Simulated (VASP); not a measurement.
A run of VASP 6.6.1:

File INCAR:

```
ALGO = Normal ; EDIFF = 1E-6
ENCUT = 520 ; GGA = PS
ISIF = 2 ; ISMEAR = 0
LASPH = True ; LCHARG = True
LDAU = True ; LDAUJ = 0 0 0
LDAUL = 2 -1 -1 ; LDAUPRINT = 1
LDAUTYPE = 2 ; LDAUU = 5 0 0
LELF = True ; LMAXMIX = 4
LREAL = False ; LVHAR = True
LWAVE = False ; NBANDS = 26
NELM = 150 ; PREC = Accurate
SIGMA = 0.05
```

The input KPOINTS:

```
k-points
0
Gamma
  5 5 3
```

File POSCAR:

```
TlCrTe2
1.0
    4.1098333800      0.0000000000      0.0000000000
   -2.0549166900      3.5592201100      0.0000000000
    0.0000000000      0.0000000000      7.9488841300
Cr Te Tl
1 2 1
Direct
    0.0000000000      0.0000000000      0.5000000000
    0.6666666667      0.3333333333      0.6833026200
    0.3333333333      0.6666666667      0.3166973800
    0.0000000000      0.0000000000      0.0000000000
```

Potentials or basis: VASP PAW PBE potentials, release 64 (Cr_pv, Te, Tl_d).

Launch:

```sh
$ cat potpaw_PBE.64/Cr_pv/POTCAR potpaw_PBE.64/Te/POTCAR potpaw_PBE.64/Tl_d/POTCAR > POTCAR
$ mpirun -np 1 vasp_std > vasp.out
```

Hardware: 1 thread of Intel Xeon 6975P-C, with other jobs on the host.

Problem. How long does it take, and how much memory?

Solution. Run time: 44 s on 1 thread of Intel Xeon 6975P-C, on a shared host, peak memory 0.26 GiB. Counts: scf iterations 24, k points 12.
